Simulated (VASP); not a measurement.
Set up this calculation in VASP 6.6.1, as the native input.

| Item | Value |
| --- | --- |
| Task | relaxation of cell and atoms |
| Functional | PBE |
| Potentials or basis | VASP PAW PBE potentials, release 64 (C_h) |
| Cutoff | 910 eV |
| k mesh | 15 × 15 × 5 |
| Occupations | fermi-dirac, width 0.05 eV |
| Spin | no spin polarisation |
| Dipole correction | no |
| Further INCAR settings | ALGO = Normal; EDIFF = 1e-07; IBRION = 2; EDIFFG = -0.003; NSW = 100; ISIF = 3 |

The structure of C lies in POSCAR:

```
C
1.0
    2.4640000000      0.0000000000      0.0000000000
   -1.2320000000      2.1338865949      0.0000000000
    0.0000000000      0.0000000000      6.7110000000
C
4
Direct
    0.0000000000      0.0000000000      0.2500000000
    0.0000000000      0.0000000000      0.7500000000
    0.3333333333      0.6666666667      0.2500000000
    0.6666666667      0.3333333333      0.7500000000
```

These files were run (other wordings do the same):

INCAR

```
ALGO = Normal ; EDIFF = 1E-7
EDIFFG = -0.003 ; ENCUT = 910
GGA = PE ; GGA_COMPAT = F
IBRION = 2 ; ISIF = 3
ISMEAR = -1 ; LASPH = T
LCHARG = F ; LREAL = F
LWAVE = F ; NELM = 120
NELMIN = 4 ; NSW = 100
PREC = Accurate ; SIGMA = 0.05
```

KPOINTS

```
k-points
0
Gamma
  15 15 5
```

Potentials or basis: VASP PAW PBE potentials, release 64 (C_h).

Run with:

```bash
$ cat potpaw_PBE.64/C_h/POTCAR > POTCAR
$ mpirun -np 1 vasp_std > vasp.out
```

Results of the run:

```
Relaxed volume                        : 9.64 Å³/atom
Relaxed cell                          : a = 2.465 Å, b = 2.465 Å, c = 7.329 Å, α = 90.00°, β = 90.00°, γ = 120.00°
Space group after relaxing (to 0.1 Å) : P6_3/mmc (No. 194)
Energy gained by relaxing             : 7.5 meV/atom
Ionic steps                           : 11
Pressure after relaxing               : 0.0 GPa
Band gap on the k mesh                : zero (bands 8 and 9 overlap by 0.01 eV)
```

Caveat: the cutoff is under 1.25 times the usual one of these potentials, so pressure, stress and relaxed cells hold a basis-set (Pulay) error; this functional lacks dispersion, which binds the layers, so the pressure and a relaxed spacing across them are unreliable.

It took 5.7 min on 1 thread of AMD EPYC 9R45 96-Core Processor (Zen 5), with other jobs on the host, peak memory 0.18 GiB.
